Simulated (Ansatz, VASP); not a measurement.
Pb in VASP and in Ansatz

```
Pb
1.0
     2.99754   -1.72666    0.00000
     2.99754    1.72666    0.00000
    -2.08687    0.00000    6.01285
Pb
2
Direct
  0.90851 0.90851 0.72629
  0.09149 0.09149 0.27371
```

Change from the starting cell: volume scaled by 0.96.

Alike in both runs: task single point; functional LDA; k mesh 9 × 9 × 5; occupations fermi-dirac, width 0.05 eV; no spin polarisation.

|  | VASP | Ansatz |
| --- | --- | --- |
| version | VASP 6.6.1 | Ansatz 0.2.0 |
| potentials or method | VASP PAW LDA potentials, release 64 (Pb_d), cutoff 520 eV | all-electron LAPW, scalar-relativistic |

```csv
,VASP,Ansatz,Ansatz less VASP
gap on the k mesh at the Fermi level (eV),none,none,-
pressure (GPa),-1.6,-1.6,-0.06
"traceless stress, the component that is largest in VASP (GPa)",-0.06,-0.06,-0.002
rms of the force components (eV/Å),0.058,0.062,+0.0036
```

LDA's correlation is that of Perdew and Zunger in VASP and of Perdew and Wang (1992) in Ansatz. Atom by atom the forces differ by 0.004 eV/Å (rms over components). A gap of «none» marks a metal or a gap that the smearing closes. Ansatz ran all-electron here, and VASP with PAW potentials.

Spin-orbit coupling is off throughout.
